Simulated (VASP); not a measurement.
# F (C2/c) in VASP: single point with r2SCAN

Aim: the single point of F with r2SCAN.

Program: VASP 6.6.1. These are calculated values, not measurements. Logs are shortened: lines on timing, memory, paths and dates and some standing lists are left out, and cuts for length are marked.

### 1 The cell of the first run

It takes space group C2/c (No. 15, monoclinic). The conventional cell has a = 5.117 Å, b = 3.359 Å, c = 6.635 Å, α = 90.00°, β = 90.15°, γ = 90.00°. F (site symmetry 1) has 1 F at 1.40 Å within 1.9 Å.

### 2 Single point, r2SCAN

POSCAR

```
F
1.0
    2.5434873890     -1.6792923528      0.2772539219
    2.5434873890      1.6792923528      0.2772539219
   -0.7019977922      0.0000000000      6.5976096190
F
4
Direct
    0.9075218338      0.5919918657      0.0946097114
    0.4080081343      0.0924781662      0.4053902886
    0.0924781662      0.4080081343      0.9053902886
    0.5919918657      0.9075218338      0.5946097114
```

INCAR.step1

```
PREC     = Accurate       # precision mode
ENCUT    = 520            # plane-wave cutoff, eV
ISMEAR   = -1             # smearing method
SIGMA    = 0.05           # smearing width, eV
LREAL    = False          # projectors in reciprocal space
LASPH    = True           # aspherical terms in the spheres
NELM     = 60             # most SCF steps
NBANDS   = 22             # bands
GGA      = PE             # functional
ALGO     = Normal         # electronic algorithm
EDIFF    = 1E-4           # SCF threshold, eV
LWAVE    = True           # write WAVECAR
LCHARG   = False          # write CHGCAR
```

INCAR.step2

```
PREC     = Accurate       # precision mode
ENCUT    = 520            # plane-wave cutoff, eV
EDIFF    = 1E-6           # SCF threshold, eV
ISMEAR   = -1             # smearing method
SIGMA    = 0.05           # smearing width, eV
LREAL    = False          # projectors in reciprocal space
LASPH    = True           # aspherical terms in the spheres
NELM     = 60             # most SCF steps
ALGO     = Normal         # electronic algorithm
ISIF     = 2              # what is computed and relaxed
LWAVE    = False          # write WAVECAR
LCHARG   = False          # write CHGCAR
METAGGA  = R2SCAN         # meta-GGA
LMIXTAU  = True         
NBANDS   = 22             # bands
ISTART   = 1
```

KPOINTS

```
Automatic mesh
0
Gamma
  6 6 3
```

Potentials or basis: VASP PAW PBE potentials, release 64 (F).

The run is started by

```console
cat potpaw_PBE.64/F/POTCAR > POTCAR
cp INCAR.step1 INCAR
mpirun -np 1 vasp_std > vasp.out
cp INCAR.step2 INCAR
mpirun -np 1 vasp_std > vasp.out
```

OUTCAR:

```text
PREC = Accurate
   ENCUT = 520
   EDIFF = 1E-6
   ISMEAR = -1
   LREAL = False
   LASPH = True
   NELM = 60
   ISIF = 2
   METAGGA = R2SCAN
   ISTART = 1

 ion  position               nearest neighbor table
   1  0.908  0.592  0.095-   3 1.40
   2  0.408  0.092  0.405-   4 1.40
   3  0.092  0.408  0.905-   1 1.40
   4  0.592  0.908  0.595-   2 1.40

  LATTYP: Found a base centered monoclinic cell.
 ALAT       =     5.1171077125
 B/A-ratio  =     0.6563443442
 C/A-ratio  =     1.2966018715
 COS(beta)  =    -0.0025737262

  Lattice vectors:

 A1 = (  -2.5434873890,   1.6792923528,  -0.2772539219)
 A2 = (  -2.5434873890,  -1.6792923528,  -0.2772539219)
 A3 = (  -0.7019977922,   0.0000000000,   6.5976096190)

Analysis of symmetry for initial positions (statically):
=====================================================================
 Subroutine PRICEL returns:
 Original cell was already a primitive cell.

 Routine SETGRP: Setting up the symmetry group for a
 base centered monoclinic supercell.

 Subroutine GETGRP returns: Found  4 space group operations
 (whereof  2 operations were pure point group operations)
 out of a pool of  4 trial point group operations.

The static configuration has the point symmetry S_2 .
 The point group associated with its full space group is C_2h.

Analysis of symmetry for dynamics (positions and initial velocities):
=====================================================================
 Subroutine PRICEL returns:
 Original cell was already a primitive cell.

 Routine SETGRP: Setting up the symmetry group for a
 base centered monoclinic supercell.

 Subroutine GETGRP returns: Found  4 space group operations
 (whereof  2 operations were pure point group operations)
 out of a pool of  4 trial point group operations.

The dynamic configuration has the point symmetry S_2 .
 The point group associated with its full space group is C_2h.

 Subroutine INISYM returns: Found  4 space group operations
 (whereof  2 operations are pure point group operations),
 and found     1 'primitive' translations

----------------------------------------------------------------------------------------

                                     Primitive cell

  volume of cell :      57.0139

  direct lattice vectors                    reciprocal lattice vectors
     2.543487389 -1.679292353  0.277253922     0.194326618 -0.297744463  0.020676709
     2.543487389  1.679292353  0.277253922     0.194326618  0.297744463  0.020676709
    -0.701997792  0.000000000  6.597609619    -0.016332526  0.000000000  0.149832236

  length of vectors
     3.060428179  3.060428179  6.634851437     0.356149022  0.356149022  0.150719774

  position of ions in fractional coordinates (direct lattice)
     0.907521834  0.591991866  0.094609711
     0.408008134  0.092478166  0.405390289
     0.092478166  0.408008134  0.905390289
     0.591991866  0.907521834  0.594609711

  ion indices of the primitive-cell ions
   primitive index   ion index
                 1           1
                 2           2
                 3           3
                 4           4

----------------------------------------------------------------------------------------

 KPOINTS: Automatic mesh

Automatic generation of k-mesh.
 Grid dimensions read from file:
 generate k-points for:    6    6    3

 Generating k-lattice:

  Cartesian coordinates                     Fractional coordinates (reciprocal lattice)
     0.032387770 -0.049624077  0.003446118     0.166666667 -0.000000000  0.000000000
     0.032387770  0.049624077  0.003446118    -0.000000000  0.166666667  0.000000000
    -0.005444175  0.000000000  0.049944079     0.000000000  0.000000000  0.333333333

  Length of vectors
     0.059358170  0.059358170  0.050239925

  Shift w.r.t. Gamma in fractional coordinates (k-lattice)
     0.000000000  0.000000000  0.000000000

 Subroutine IBZKPT returns following result:
 ===========================================

 Found     34 irreducible k-points:

 Following reciprocal coordinates:
            Coordinates               Weight
  0.000000  0.000000  0.000000      1.000000
  0.166667 -0.000000  0.000000      4.000000
  0.333333 -0.000000  0.000000      4.000000
  0.500000 -0.000000  0.000000      2.000000
  0.166667  0.166667  0.000000      2.000000
  0.333333  0.166667  0.000000      4.000000
[... 16 lines left out ...]
 -0.333333  0.166667  0.333333      4.000000
 -0.166667  0.166667  0.333333      4.000000
 [... further k-points ...]
   k-points           NKPTS =     34   k-points in BZ     NKDIM =     34   number of bands    NBANDS=     22
   number of dos      NEDOS =    301   number of ions     NIONS =      4
   total plane-waves  NPLWV =  28800
   dimension x,y,z NGX =    24 NGY =   24 NGZ =   50
   dimension x,y,z NGXF=    48 NGYF=   48 NGZF=  100
   ions per type =               4
   NGX,Y,Z   is equivalent  to a cutoff of  13.04, 13.04, 12.53 a.u.
   NGXF,Y,Z  is equivalent  to a cutoff of  26.07, 26.07, 25.06 a.u.
 SYSTEM =  unknown system
   PREC   = accura    normal or accurate (medium, high low for compatibility)
   ISTART =      1    job   : 0-new  1-cont  2-samecut
   ICHARG =      0    charge: 1-file 2-atom 10-const
   ISPIN  =      1    spin polarized calculation?
   LNONCOLLINEAR =      F non collinear calculations
   LSORBIT =      F    spin-orbit coupling
   LASPH  =      T    aspherical Exc in radial PAW
   ENCUT  =  520.0 eV  38.22 Ry    6.18 a.u.   5.69  5.69 12.34*2*pi/ulx,y,z
   NELM   =     60;   NELMIN=  2; NELMDL=  0     # of ELM steps
   EDIFF  = 0.1E-05   stopping-criterion for ELM
   LREAL  =      F    real-space projection
   EDIFFG = 0.1E-04   stopping-criterion for IOM
   NSW    =      0    number of steps for IOM
   IBRION =     -1    ionic relax: 0-MD 1-quasi-New 2-CG
   NFREE  =      0    steps in history (QN), initial steepest desc. (CG)
   ISIF   =      2    stress and relaxation
   ISYM   =      2    0-nonsym 1-usesym 2-fastsym
   POTIM  = 0.5000    time-step for ionic-motion
   TEBEG  =    0.0;   TEEND  =   0.0 temperature during run
   PSTRESS=    0.0 pullay stress
   NELECT =      28.0000    total number of electrons
   NUPDOWN=      -1.0000    fix difference up-down
   EMIN   =  10.00;   EMAX   =-10.00  energy-range for DOS
   EFERMI =   0.00;   METHOD = LEGACY
   ISMEAR =    -1;   SIGMA  =   0.05  broadening in eV -4-tet -1-fermi 0-gaus
   EFERMI_NEDOS =   21; number of points for ismear=-14 and -15
   IALGO  =     38    algorithm
   IMIX   =      4    mixing-type and parameters
     AMIX     =   0.40;   BMIX     =  1.00
     AMIX_MAG =   1.60;   BMIX_MAG =  1.00
  volume/ion in A,a.u.               =      14.25        96.19
  Fermi-wavevector in a.u.,A,eV,Ry     =   1.291618  2.440803 22.698274  1.668276
  Thomas-Fermi vector in A             =   2.423376
   LORBIT       =      0    0 simple, 1 ext, 2 COOP (PROOUT), +10 PAW based schemes
   METAGGA = R2SCAN    functional components
   LHFCALC =     F    Hartree Fock is set to
   AEXX    =    0.0000 exact exchange contribution
   IVDW    =     0    specifies the selected vdW correction
   LEPSILON=     F    determine dielectric tensor
   LRPA    =     F    only Hartree local field effects (RPA)
 non-spin polarized calculation
  energy-cutoff  :      520.00
  volume of cell :       57.01
 maximum number of plane-waves:      1563
   NGX = 11   NGY = 11   NGZ = 25

 number of electron      27.9999992 magnetization

 Free energy of the ion-electron system (eV)
  ---------------------------------------------------
  ext. energy  EPLUGINS =         0.00000000
  ---------------------------------------------------
  free energy    TOTEN  =       -12.46441463 eV

  energy without entropy =      -12.46441463  energy(sigma->0) =      -12.46441463

 E-fermi :  -4.0992     XC(G=0):  -8.4699

 val. band max:       -5.3164619234   @ k =   0.0000   0.0000   0.0000
 cond. band min:      -1.4626869569   @ k =   0.0000   0.0000   0.0000
 fundamental gap:      3.8537749665
 Fermi energy:        -4.0992397570

 k-point     1 :       0.0000    0.0000    0.0000
  band No.  band energies     occupation
      1     -31.6312      2.00000
      2     -31.4852      2.00000
      3     -24.9928      2.00000
      4     -24.5824      2.00000
      5     -11.8588      2.00000
      6     -10.9893      2.00000
[... 14 lines left out ...]
     21      16.9321      0.00000
     22      17.8073      0.00000

 k-point     2 :       0.1667   -0.0000    0.0000
  band No.  band energies     occupation
      1     -31.5917      2.00000
      2     -31.4645      2.00000
      3     -24.9585      2.00000
      4     -24.6032      2.00000
      5     -11.8207      2.00000
      6     -11.0466      2.00000
[... 14 lines left out ...]
     21      15.4587      0.00000
     22      17.2012      0.00000

 k-point     3 :       0.3333   -0.0000    0.0000
  band No.  band energies     occupation
      1     -31.5041      2.00000
      2     -31.4303      2.00000
      3     -24.8710      2.00000
      4     -24.6668      2.00000
      5     -11.6980      2.00000
      6     -11.2207      2.00000
[... 14 lines left out ...]
     21      14.2647      0.00000
     22      14.6417      0.00000

 k-point     4 :       0.5000   -0.0000    0.0000
  band No.  band energies     occupation
      1     -31.4365      2.00000
      2     -31.4364      2.00000
      3     -24.7634      2.00000
      4     -24.7631      2.00000
      5     -11.4776      2.00000
      6     -11.4774      2.00000
[... 14 lines left out ...]
     21      12.4383      0.00000
     22      12.4427      0.00000

 k-point     5 :       0.1667    0.1667    0.0000
  band No.  band energies     occupation
      1     -31.5884      2.00000
      2     -31.4513      2.00000
      3     -24.9569      2.00000
      4     -24.5731      2.00000
      5     -11.8140      2.00000
      6     -11.0067      2.00000
[... 14 lines left out ...]
     21      16.7481      0.00000
     22      16.9034      0.00000

 k-point     6 :       0.3333    0.1667    0.0000
  band No.  band energies     occupation
      1     -31.5259      2.00000
      2     -31.4141      2.00000
      3     -24.9011      2.00000
      4     -24.5936      2.00000
      5     -11.7398      2.00000
      6     -11.0837      2.00000
[... 14 lines left out ...]
     21      14.6500      0.00000
     22      15.1169      0.00000

 k-point     7 :       0.5000    0.1667    0.0000
  band No.  band energies     occupation
      1     -31.4562      2.00000
      2     -31.4005      2.00000
      3     -24.8214      2.00000
      4     -24.6725      2.00000
      5     -11.5970      2.00000
      6     -11.2879      2.00000
[... 324 lines left out ...]
      6     -11.2292      2.00000
[... 14 lines left out ...]
     21      16.8448      0.00000
     22      16.9003      0.00000

 k-point    21 :       0.3333    0.1667    0.3333
  band No.  band energies     occupation
      1     -31.4988      2.00000
      2     -31.4426      2.00000
      3     -24.8252      2.00000
      4     -24.6707      2.00000
      5     -11.5838      2.00000
      6     -11.2536      2.00000
[... 14 lines left out ...]
     21      14.1867      0.00000
     22      14.9564      0.00000

 k-point    22 :       0.5000    0.1667    0.3333
  band No.  band energies     occupation
      1     -31.4425      2.00000
      2     -31.4146      2.00000
      3     -24.7850      2.00000
      4     -24.7096      2.00000
      5     -11.4985      2.00000
      6     -11.3365      2.00000
[... 14 lines left out ...]
     21      13.5301      0.00000
     22      14.4316      0.00000

 k-point    23 :      -0.3333    0.1667    0.3333
  band No.  band energies     occupation
      1     -31.4407      2.00000
      2     -31.4328      2.00000
      3     -24.7748      2.00000
      4     -24.7517      2.00000
      5     -11.4723      2.00000
      6     -11.3923      2.00000
[... 14 lines left out ...]
     21      12.9271      0.00000
     22      14.6564      0.00000

 k-point    24 :      -0.1667    0.1667    0.3333
  band No.  band energies     occupation
      1     -31.5078      2.00000
      2     -31.4661      2.00000
      3     -24.8377      2.00000
      4     -24.7224      2.00000
      5     -11.5896      2.00000
      6     -11.3083      2.00000
[... 14 lines left out ...]
     21      13.9459      0.00000
     22      14.4363      0.00000

 [... further k-points ...]
[... 5 lines left out ...]
  --------------------------------------------------------------------------------------
  -------------------------------------------------------------------------------------
  Total       -0.2320401      0.0647954      1.0329398      0.0000000      0.0000000     -0.1391776
  in kB       -6.5206817      1.8208497     29.0271874      0.0000000      0.0000000     -3.9111030
  external PRESSURE =       8.1091184 kB  Pullay stress =       0.0000000 kB

 VOLUME and BASIS-vectors are now :
 -----------------------------------------------------------------------------
  energy-cutoff  :      520.00
  volume of cell :       57.01
      direct lattice vectors                 reciprocal lattice vectors
     2.543487389 -1.679292353  0.277253922     0.194326618 -0.297744463  0.020676709
     2.543487389  1.679292353  0.277253922     0.194326618  0.297744463  0.020676709
    -0.701997792  0.000000000  6.597609619    -0.016332526  0.000000000  0.149832236

 POSITION                                       TOTAL-FORCE (eV/Angst)
 -----------------------------------------------------------------------------------
      3.74758     -0.52987      1.03994        -0.056135      0.255745      0.519443
      0.98840     -0.52987      2.81337         0.056135      0.255745     -0.519443
      0.63740      0.52987      6.11217         0.056135     -0.255745     -0.519443
      3.39658      0.52987      4.33875        -0.056135     -0.255745      0.519443
 -----------------------------------------------------------------------------------
    total drift:                               -0.000000     -0.000000     -0.000000

  FREE ENERGIE OF THE ION-ELECTRON SYSTEM (eV)
  ---------------------------------------------------
  free  energy   TOTEN  =       -12.4644146297 eV

  energy  without entropy=      -12.4644146297  energy(sigma->0) =      -12.46441463
```

Run time: 97 s. Hardware: 1 thread of Intel Xeon Platinum 8375C at 2.90GHz (Ice Lake), shared host; peak memory 0.17 GiB.

Results:

| Property | Result |
| --- | --- |
| Free energy | -12.4644 eV |
| Pressure | 0.8 GPa |
| Largest force | 0.582 eV/Å |
| Band gap on the k mesh | 3.85 eV, direct |

Forces on the atoms (eV/Å):
```
F   -0.056  0.256  0.519
F    0.056  0.256 -0.519
F    0.056 -0.256 -0.519
F   -0.056 -0.256  0.519
```

Levels at points of the mesh, in eV from the valence-band top:
```
           k point  band 10  band 11  band 12  band 13  band 14  band 15  band 16  band 17  band 18  band 19
(0.00, 0.00, 0.00)    -3.25    -0.41    -0.14    -0.03     0.00     3.85     4.87    10.61    13.21    14.41
(0.50, 0.00, 0.00)    -3.48    -0.43    -0.42    -0.08    -0.08     4.47     4.47    15.32    15.32    17.37
(0.50, 0.50, 0.00)    -3.61    -0.76    -0.55    -0.18    -0.16     4.17     4.76    15.66    16.27    17.00
```

Caveat: the PAW data sets were made with another functional, which shifts forces and pressure a little. r2SCAN opens gaps a little over a GGA but as a rule still falls short of measured ones.
